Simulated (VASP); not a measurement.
# GaSb3 (Pm-3n) in VASP: single point with PBE

Aim: the single point of GaSb3 with PBE.

Everything below comes from runs of VASP 6.6.1. Logs are shortened: lines on timing, memory, paths and dates and some standing lists are left out, and cuts for length are marked.

### Step 1. The cell of the first run

Symmetry: Pm-3n, No. 223, cubic system. Conventional cell: a = 5.952 Å, b = 5.952 Å, c = 5.952 Å, α = 90.00°, β = 90.00°, γ = 90.00°. Ga (site symmetry m-3) has 12 Sb at 3.33 Å within 4.4 Å. Sb (site symmetry -4m2) has 10 Sb at 2.98 to 3.64 Å and 4 Ga at 3.33 Å within 3.9 Å.

The cell was built from a structure type or drawn by symmetry, and may not be a known phase.

### Step 2. Single point, PBE

INCAR reads:

```
SYSTEM = GaSb3
PREC = Accurate
ENCUT = 500
EDIFF = 1E-6
ISMEAR = 0
SIGMA = 0.2
LREAL = .False.
LASPH = .True.
NELM = 120
ALGO = Normal
ISIF = 2
LWAVE = .False.
LCHARG = .False.
GGA = PE
NBANDS = 38
GGA_COMPAT = .False.
```

KPOINTS reads:

```
Automatic mesh
0
Gamma
  3 3 3
  0 0 0
```

POSCAR reads:

```
GaSb3
1.0
    5.9516393954      0.0000000000      0.0000000000
    0.0000000000      5.9516393954      0.0000000000
    0.0000000000      0.0000000000      5.9516393954
Ga Sb
2 6
Direct
    0.0000000000      0.0000000000      0.0000000000
    0.5000000000      0.5000000000      0.5000000000
    0.2500000000      0.0000000000      0.5000000000
    0.7500000000      0.0000000000      0.5000000000
    0.5000000000      0.2500000000      0.0000000000
    0.5000000000      0.7500000000      0.0000000000
    0.0000000000      0.5000000000      0.2500000000
    0.0000000000      0.5000000000      0.7500000000
```

Potentials or basis: VASP PAW PBE potentials, release 64 (Ga_d, Sb).

Command:

```sh
cat potpaw_PBE.64/Ga_d/POTCAR potpaw_PBE.64/Sb/POTCAR > POTCAR
mpirun -np 1 vasp_std > vasp.out
```

OUTCAR:

```text
SYSTEM = GaSb3
   PREC = Accurate
   ENCUT = 500
   EDIFF = 1E-6
   ISMEAR = 0
   LREAL = .False.
   LASPH = .True.
   NELM = 120
   ISIF = 2
   GGA = PE

 ion  position               nearest neighbor table
   1  0.000  0.000  0.000-   3 3.33   4 3.33   5 3.33   6 3.33   7 3.33   8 3.33   3 3.33   4 3.33
                             7 3.33   8 3.33   5 3.33   6 3.33
   2  0.500  0.500  0.500-   3 3.33   4 3.33   5 3.33   6 3.33   7 3.33   8 3.33   5 3.33   6 3.33
                             3 3.33   4 3.33   7 3.33   8 3.33
   3  0.250  0.000  0.500-   4 2.98   4 2.98   1 3.33   1 3.33   2 3.33   2 3.33   8 3.64   5 3.64
                             5 3.64   6 3.64   6 3.64   7 3.64   8 3.64   7 3.64
   4  0.750  0.000  0.500-   3 2.98   3 2.98   1 3.33   1 3.33   2 3.33   2 3.33   8 3.64   5 3.64
                             5 3.64   6 3.64   6 3.64   7 3.64   8 3.64   7 3.64
   5  0.500  0.250  0.000-   6 2.98   6 2.98   1 3.33   2 3.33   2 3.33   1 3.33   8 3.64   4 3.64
                             3 3.64   4 3.64   3 3.64   7 3.64   7 3.64   8 3.64
   6  0.500  0.750  0.000-   5 2.98   5 2.98   1 3.33   2 3.33   2 3.33   1 3.33   8 3.64   4 3.64
                             3 3.64   4 3.64   3 3.64   7 3.64   7 3.64   8 3.64
   7  0.000  0.500  0.250-   8 2.98   8 2.98   1 3.33   2 3.33   1 3.33   2 3.33   3 3.64   4 3.64
                             5 3.64   3 3.64   4 3.64   6 3.64   5 3.64   6 3.64
   8  0.000  0.500  0.750-   7 2.98   7 2.98   1 3.33   2 3.33   1 3.33   2 3.33   3 3.64   4 3.64
                             5 3.64   3 3.64   4 3.64   6 3.64   5 3.64   6 3.64

  LATTYP: Found a simple cubic cell.
 ALAT       =     5.9516393954

  Lattice vectors:

 A1 = (   5.9516393954,   0.0000000000,   0.0000000000)
 A2 = (   0.0000000000,   5.9516393954,   0.0000000000)
 A3 = (   0.0000000000,   0.0000000000,   5.9516393954)

Analysis of symmetry for initial positions (statically):
=====================================================================
 Subroutine PRICEL returns:
 Original cell was already a primitive cell.

 Routine SETGRP: Setting up the symmetry group for a
 simple cubic supercell.

 Subroutine GETGRP returns: Found 48 space group operations
 (whereof 24 operations were pure point group operations)
 out of a pool of 48 trial point group operations.

The static configuration has the point symmetry T_h .
 The point group associated with its full space group is O_h .

Analysis of symmetry for dynamics (positions and initial velocities):
=====================================================================
 Subroutine PRICEL returns:
 Original cell was already a primitive cell.

 Routine SETGRP: Setting up the symmetry group for a
 simple cubic supercell.

 Subroutine GETGRP returns: Found 48 space group operations
 (whereof 24 operations were pure point group operations)
 out of a pool of 48 trial point group operations.

The dynamic configuration has the point symmetry T_h .
 The point group associated with its full space group is O_h .

 Subroutine INISYM returns: Found 48 space group operations
 (whereof 24 operations are pure point group operations),
 and found     1 'primitive' translations

----------------------------------------------------------------------------------------

                                     Primitive cell

  volume of cell :     210.8190

  direct lattice vectors                    reciprocal lattice vectors
     5.951639395  0.000000000  0.000000000     0.168020932  0.000000000  0.000000000
     0.000000000  5.951639395  0.000000000     0.000000000  0.168020932  0.000000000
     0.000000000  0.000000000  5.951639395     0.000000000  0.000000000  0.168020932

  length of vectors
     5.951639395  5.951639395  5.951639395     0.168020932  0.168020932  0.168020932

  position of ions in fractional coordinates (direct lattice)
     0.000000000  0.000000000  0.000000000
     0.500000000  0.500000000  0.500000000
     0.250000000  0.000000000  0.500000000
     0.750000000  0.000000000  0.500000000
     0.500000000  0.250000000  0.000000000
     0.500000000  0.750000000  0.000000000
     0.000000000  0.500000000  0.250000000
     0.000000000  0.500000000  0.750000000

  ion indices of the primitive-cell ions
   primitive index   ion index
                 1           1
                 2           2
                 3           3
                 4           4
                 5           5
                 6           6
                 7           7
                 8           8

----------------------------------------------------------------------------------------

 KPOINTS: Automatic mesh

Automatic generation of k-mesh.
 Grid dimensions read from file:
 generate k-points for:    3    3    3

 Generating k-lattice:

  Cartesian coordinates                     Fractional coordinates (reciprocal lattice)
     0.056006977  0.000000000  0.000000000     0.333333333  0.000000000  0.000000000
     0.000000000  0.056006977  0.000000000     0.000000000  0.333333333  0.000000000
     0.000000000  0.000000000  0.056006977     0.000000000  0.000000000  0.333333333

  Length of vectors
     0.056006977  0.056006977  0.056006977

  Shift w.r.t. Gamma in fractional coordinates (k-lattice)
     0.000000000  0.000000000  0.000000000

 Subroutine IBZKPT returns following result:
 ===========================================

 Found      4 irreducible k-points:

 Following reciprocal coordinates:
            Coordinates               Weight
  0.000000  0.000000  0.000000      1.000000
  0.333333  0.000000  0.000000      6.000000
  0.333333  0.333333  0.000000     12.000000
  0.333333  0.333333  0.333333      8.000000
   k-points           NKPTS =      4   k-points in BZ     NKDIM =      4   number of bands    NBANDS=     38
   number of dos      NEDOS =    301   number of ions     NIONS =      8
   total plane-waves  NPLWV = 110592
   dimension x,y,z NGX =    48 NGY =   48 NGZ =   48
   dimension x,y,z NGXF=    96 NGYF=   96 NGZF=   96
   ions per type =               2   6
   NGX,Y,Z   is equivalent  to a cutoff of  13.41, 13.41, 13.41 a.u.
   NGXF,Y,Z  is equivalent  to a cutoff of  26.82, 26.82, 26.82 a.u.
 SYSTEM =  GaSb3
   PREC   = accura    normal or accurate (medium, high low for compatibility)
   ISTART =      0    job   : 0-new  1-cont  2-samecut
   ICHARG =      2    charge: 1-file 2-atom 10-const
   ISPIN  =      1    spin polarized calculation?
   LNONCOLLINEAR =      F non collinear calculations
   LSORBIT =      F    spin-orbit coupling
   LASPH  =      T    aspherical Exc in radial PAW
   ENCUT  =  500.0 eV  36.75 Ry    6.06 a.u.  10.85 10.85 10.85*2*pi/ulx,y,z
   NELM   =    120;   NELMIN=  2; NELMDL= -5     # of ELM steps
   EDIFF  = 0.1E-05   stopping-criterion for ELM
   LREAL  =      F    real-space projection
   EDIFFG = 0.1E-04   stopping-criterion for IOM
   NSW    =      0    number of steps for IOM
   IBRION =     -1    ionic relax: 0-MD 1-quasi-New 2-CG
   NFREE  =      0    steps in history (QN), initial steepest desc. (CG)
   ISIF   =      2    stress and relaxation
   ISYM   =      2    0-nonsym 1-usesym 2-fastsym
   POTIM  = 0.5000    time-step for ionic-motion
   TEBEG  =    0.0;   TEEND  =   0.0 temperature during run
   PSTRESS=    0.0 pullay stress
   NELECT =      56.0000    total number of electrons
   NUPDOWN=      -1.0000    fix difference up-down
   EMIN   =  10.00;   EMAX   =-10.00  energy-range for DOS
   EFERMI =   0.00;   METHOD = LEGACY
   ISMEAR =     0;   SIGMA  =   0.20  broadening in eV -4-tet -1-fermi 0-gaus
   EFERMI_NEDOS =   21; number of points for ismear=-14 and -15
   IALGO  =     38    algorithm
   IMIX   =      4    mixing-type and parameters
     AMIX     =   0.40;   BMIX     =  1.00
     AMIX_MAG =   1.60;   BMIX_MAG =  1.00
  volume/ion in A,a.u.               =      26.35       177.83
  Fermi-wavevector in a.u.,A,eV,Ry     =   1.052368  1.988687 15.068154  1.107478
  Thomas-Fermi vector in A             =   2.187448
   LORBIT       =      0    0 simple, 1 ext, 2 COOP (PROOUT), +10 PAW based schemes
   GGA     = PE    functional components
   LHFCALC =     F    Hartree Fock is set to
   AEXX    =    0.0000 exact exchange contribution
   IVDW    =     0    specifies the selected vdW correction
   LEPSILON=     F    determine dielectric tensor
   LRPA    =     F    only Hartree local field effects (RPA)
 non-spin polarized calculation
 Gauss-broadening in eV      SIGMA  =   0.20
  energy-cutoff  :      500.00
  volume of cell :      210.82
 maximum number of plane-waves:      5377
 NGX is ok and might be reduce to    48
   NGX = 21   NGY = 21   NGZ = 21

 number of electron      55.9999979 magnetization

 Free energy of the ion-electron system (eV)
  ---------------------------------------------------
  ext. energy  EPLUGINS =         0.00000000
  ---------------------------------------------------
  free energy    TOTEN  =       -28.45542726 eV

  energy without entropy =      -28.37911900  energy(sigma->0) =      -28.41727313

 E-fermi :   7.4063     XC(G=0): -10.1171

 val. band max:        7.1157352457   @ k =   0.3333   0.3333   0.0000
 cond. band min:       7.4484317605   @ k =   0.3333   0.0000   0.0000
 fundamental gap:      0.3326965148
 Fermi energy:         7.4063039919

 k-point     1 :       0.0000    0.0000    0.0000
  band No.  band energies     occupation
      1      -7.3067      2.00000
      2      -7.3067      2.00000
      3      -7.2955      2.00000
      4      -7.2955      2.00000
      5      -7.2922      2.00000
      6      -7.2922      2.00000
[... 30 lines left out ...]
     37      11.6494      0.00000
     38      11.6494      0.00000

 k-point     2 :       0.3333    0.0000    0.0000
  band No.  band energies     occupation
      1      -7.3035      2.00000
      2      -7.3014      2.00000
      3      -7.2978      2.00000
      4      -7.2956      2.00000
      5      -7.2920      2.00000
      6      -7.2920      2.00000
[... 30 lines left out ...]
     37      11.8274      0.00000
     38      11.8276      0.00000

 k-point     3 :       0.3333    0.3333    0.0000
  band No.  band energies     occupation
      1      -7.3015      2.00000
      2      -7.2994      2.00000
      3      -7.2976      2.00000
      4      -7.2952      2.00000
      5      -7.2944      2.00000
      6      -7.2926      2.00000
[... 30 lines left out ...]
     37      10.6611      0.00000
     38      11.3909      0.00000

 k-point     4 :       0.3333    0.3333    0.3333
  band No.  band energies     occupation
      1      -7.2976      2.00000
      2      -7.2976      2.00000
      3      -7.2965      2.00000
      4      -7.2965      2.00000
      5      -7.2943      2.00000
      6      -7.2927      2.00000
[... 30 lines left out ...]
     37      10.8261      0.00000
     38      10.8746      0.00000

------------------------ aborting loop because EDIFF is reached ----------------------------------------

  FORCE on cell =-STRESS in cart. coord.  units (eV):
  Direction    XX          YY          ZZ          XY          YZ          ZX
  --------------------------------------------------------------------------------------
  -------------------------------------------------------------------------------------
  Total        0.6973411      0.6973411      0.6973411     -0.0000000      0.0000000      0.0000000
  in kB        5.2996360      5.2996360      5.2996360     -0.0000000      0.0000000      0.0000000
  external PRESSURE =       5.2996360 kB  Pullay stress =       0.0000000 kB

 VOLUME and BASIS-vectors are now :
 -----------------------------------------------------------------------------
  energy-cutoff  :      500.00
  volume of cell :      210.82
      direct lattice vectors                 reciprocal lattice vectors
     5.951639395  0.000000000  0.000000000     0.168020932  0.000000000  0.000000000
     0.000000000  5.951639395  0.000000000     0.000000000  0.168020932  0.000000000
     0.000000000  0.000000000  5.951639395     0.000000000  0.000000000  0.168020932

 POSITION                                       TOTAL-FORCE (eV/Angst)
 -----------------------------------------------------------------------------------
      0.00000      0.00000      0.00000         0.000000      0.000000      0.000000
      2.97582      2.97582      2.97582         0.000000      0.000000      0.000000
      1.48791      0.00000      2.97582        -0.000000      0.000000      0.000000
      4.46373      0.00000      2.97582         0.000000     -0.000000     -0.000000
      2.97582      1.48791      0.00000        -0.000000     -0.000000     -0.000000
      2.97582      4.46373      0.00000         0.000000      0.000000      0.000000
      0.00000      2.97582      1.48791        -0.000000     -0.000000     -0.000000
      0.00000      2.97582      4.46373         0.000000      0.000000      0.000000
 -----------------------------------------------------------------------------------
    total drift:                                0.000000     -0.000000     -0.000000

  FREE ENERGIE OF THE ION-ELECTRON SYSTEM (eV)
  ---------------------------------------------------
  free  energy   TOTEN  =       -28.4554272608 eV

  energy  without entropy=      -28.3791189993  energy(sigma->0) =      -28.41727313
```

Wall time 49 s (1 thread of AMD EPYC 7R43 (Zen 3), shared host); peak memory 0.29 GiB.

What came out:

- Free energy: -28.4554 eV
- Pressure: 0.5 GPa
- Band gap on the k mesh: zero (bands 28 and 29 overlap by 1.67 eV)

Levels at points of the mesh, in eV from the Fermi level:
| k point | band 26 | band 27 | band 28 | band 29 | band 30 | band 31 |
| --- | --- | --- | --- | --- | --- | --- |
| (0.00, 0.00, 0.00) | -1.58 | -1.45 | -1.45 | -1.45 | -1.39 | 1.07 |

Caveat: spin-orbit coupling is left out, which moves the levels of the heavy elements.
